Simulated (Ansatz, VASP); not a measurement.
**P in VASP and in Ansatz**

The input INCAR:

```
ALGO = Normal
EDIFF = 1E-6
ENCUT = 520
GGA = PE
ISIF = 2
ISMEAR = 0
LASPH = True
LCHARG = False
LREAL = False
LWAVE = False
NBANDS = 18
NELM = 80
PREC = Accurate
SIGMA = 0.02
```

The input KPOINTS:

```
k-points
0
Gamma
  8 1 6
```

File POSCAR:

```
P
1.0
    3.3031196020      0.0000000000      0.0000000000
    0.0000000000     34.8629660147      0.0000000000
    0.0000000000      0.0000000000      4.6349692429
P
4
Direct
    0.0000000000      0.9698087035      0.5891473149
    0.0000000000      0.0301912965      0.4108526851
    0.5000000000      0.0301912965      0.0891473149
    0.5000000000      0.9698087035      0.9108526851
```

Input for Ansatz:

```yaml
crystal:
  lattice:
    - [3.3031195122, 0.0, 0.0]
    - [0.0, 34.8629647586, 0.0]
    - [0.0, 0.0, 4.6349694409]
  atoms:
    - { symbol: P, position: [0.0, 0.9698087026, 0.5891473187] }
    - { symbol: P, position: [0.0, 0.0301912974, 0.4108526813] }
    - { symbol: P, position: [0.5, 0.0301912974, 0.0891473187] }
    - { symbol: P, position: [0.5, 0.9698087026, 0.9108526813] }
basis:
  ecutwfc: 420
kpoints:
  mp_grid: { grid: [8, 1, 6] }
  band_path: { path: [VBM, CBM], npoints: 2 }
hamiltonian:
  xc: pbe
scf:
  occupations: { method: gaussian, width: 0.02 }
output:
  forces: true
  stress: true
  eigenvalues: true
checkpoint:
  read: start.run
  write: ck
  compress: false
  write_wavefunctions: false
  write_every: 100000
```

Alike in both runs: task single point; functional PBE; k mesh 8 × 1 × 6; occupations gaussian, width 0.02 eV; no spin polarisation.

```csv
,VASP,Ansatz
version,VASP 6.6.1,Ansatz 0.2.0
potentials or method,"VASP PAW PBE potentials, release 64 (P), cutoff 520 eV","scalar-relativistic, plane waves, PAW"
valence electrons in the cell,20,20
```

Ansatz gave:

* gap on the k mesh at the Fermi level (eV): 0.91
* least direct gap on the mesh (eV): 0.91
* rms of the force components (eV/Å): 0.002

Question: Estimate VASP's values.

Answer: gap on the k mesh at the Fermi level (eV): 0.93; least direct gap on the mesh (eV): 0.93; rms of the force components (eV/Å): 0.029.

Atom by atom the forces differ by 0.028 eV/Å (rms over components). With one functional, cell and mesh, what is left measures potentials, basis and numerics.
